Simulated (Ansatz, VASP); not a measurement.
**One calculation of Na3Al, two programs**

File INCAR:

```
SYSTEM = Na3Al
PREC = Accurate
ENCUT = 520
EDIFF = 1E-6
ISMEAR = 1
SIGMA = 0.1
LREAL = .FALSE.
LASPH = .TRUE.
NELM = 100
ALGO = Normal
ISIF = 2
LWAVE = .FALSE.
LCHARG = .FALSE.
GGA = PE
NBANDS = 20
```

The input KPOINTS:

```
regular mesh
0
G
  5 5 5
  0 0 0
```

The input POSCAR:

```
Na3Al
1.0
    0.0000000000      3.9326067861      3.9326067861
    3.9326067861      0.0000000000      3.9326067861
    3.9326067861      3.9326067861      0.0000000000
Na Al
3 1
Direct
    0.2500000000      0.2500000000      0.2500000000
    0.7500000000      0.7500000000      0.7500000000
    0.5000000000      0.5000000000      0.5000000000
    0.0000000000      0.0000000000      0.0000000000
```

Input for Ansatz:

```yaml
crystal:
  lattice:
    - [0.0, 3.9326067861093392, 3.9326067861093392]
    - [3.9326067861093392, 0.0, 3.9326067861093392]
    - [3.9326067861093392, 3.9326067861093392, 0.0]
  atoms:
    - { symbol: Na, position: [0.25, 0.25, 0.25] }
    - { symbol: Na, position: [0.75, 0.75, 0.75] }
    - { symbol: Na, position: [0.5, 0.5, 0.5] }
    - { symbol: Al, position: [0.0, 0.0, 0.0] }
basis:
  ecutwfc: 470.0
kpoints:
  mp_grid:
    grid: [5, 5, 5]
hamiltonian:
  xc: pbe
  pseudopotentials:
    kind: paw
scf:
  occupations:
    method: cold
output:
  stress: true
```

Alike in both runs: task single point; functional PBE; k mesh 5 × 5 × 5; no spin polarisation.

|  | VASP | Ansatz |
| --- | --- | --- |
| version | VASP 6.6.1 | Ansatz 0.2.0 |
| potentials or method | VASP PAW PBE potentials, release 64 (Na_pv, Al), cutoff 520 eV | plane waves, PAW |
| occupations | methfessel-paxton of order 1, width 0.1 eV | cold |
| valence electrons in the cell | 24 | 30 |

```csv
,VASP,Ansatz,Ansatz less VASP
pressure (GPa),-0.9,-0.9,0.00
```

VASP's potentials hold 24 valence electrons a cell and Ansatz's 30, so a difference there can come from the potentials and not from the codes.
